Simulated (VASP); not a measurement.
Set up this calculation in VASP 6.6.1, as the native input.

- Task: single point
- Functional: r2SCAN
- Potentials or basis: VASP PAW PBE potentials, release 64 (W_sv, Sb)
- Cutoff: 520 eV
- k mesh: 10 × 10 × 10
- Occupations: gaussian, width 0.05 eV
- Spin: no spin polarisation
- Dipole correction: no
- Further INCAR settings: ALGO = Normal; EDIFF = 1e-06; NBANDS = 16

Crystal: SbW.

```
CELL_PARAMETERS angstrom
0.00000 3.05379 3.05379
3.05379 0.00000 3.05379
3.05379 3.05379 0.00000
ATOMIC_POSITIONS crystal
W 0.00000 0.00000 0.00000
Sb 0.25327 0.24673 0.25327
```

This cell differs from its parent crystal: atom 2 (Sb) moved 0.02 Å along y.

One way to write it, as run:

POSCAR

```
SbW
1.0
    0.0000000000      3.0537902420      3.0537902420
    3.0537902420      0.0000000000      3.0537902420
    3.0537902420      3.0537902420      0.0000000000
W Sb
1 1
Direct
    0.0000000000      0.0000000000      0.0000000000
    0.2532746191      0.2467253809      0.2532746191
```

INCAR.step1

```
PREC = Accurate ; ENCUT = 520
ISMEAR = 0 ; SIGMA = 0.05
LREAL = F ; LASPH = T
NELM = 100 ; NBANDS = 16
GGA = PE ; ALGO = Normal
EDIFF = 1E-4 ; LWAVE = T
LCHARG = F
```

INCAR.step2

```
PREC = Accurate ; ENCUT = 520
EDIFF = 1E-6 ; ISMEAR = 0
SIGMA = 0.05 ; LREAL = F
LASPH = T ; NELM = 100
ALGO = Normal ; ISIF = 2
LWAVE = F ; LCHARG = F
METAGGA = R2SCAN ; LMIXTAU = T
NBANDS = 16 ; ISTART = 1
```

KPOINTS

```
regular mesh
0
Gamma
  10 10 10
```

Potentials or basis: VASP PAW PBE potentials, release 64 (W_sv, Sb).

Run with:

```console
$ cat potpaw_PBE.64/W_sv/POTCAR potpaw_PBE.64/Sb/POTCAR > POTCAR
$ cp INCAR.step1 INCAR
$ mpirun -np 1 vasp_std > vasp.out
$ cp INCAR.step2 INCAR
$ mpirun -np 1 vasp_std > vasp.out
```

It gave:

| Quantity | Value |
| --- | --- |
| Pressure | 0.1 GPa |
| Largest force | 0.169 eV/Å |
| Band gap on the k mesh | zero (an odd number of electrons rules out a gap without spin polarisation) |

Caveat: the cell differs from its parent crystal (atom 2 (Sb) moved 0.02 Å along y); the PAW data sets were made with another functional, which shifts forces and pressure a little; spin-orbit coupling is left out, which moves the levels of the heavy elements.

It took 4.4 min on 1 thread of Intel(R) Xeon(R) Platinum 8259CL CPU @ 2.50GHz (Skylake/Cascade Lake) (shared host), peak memory 0.31 GiB.
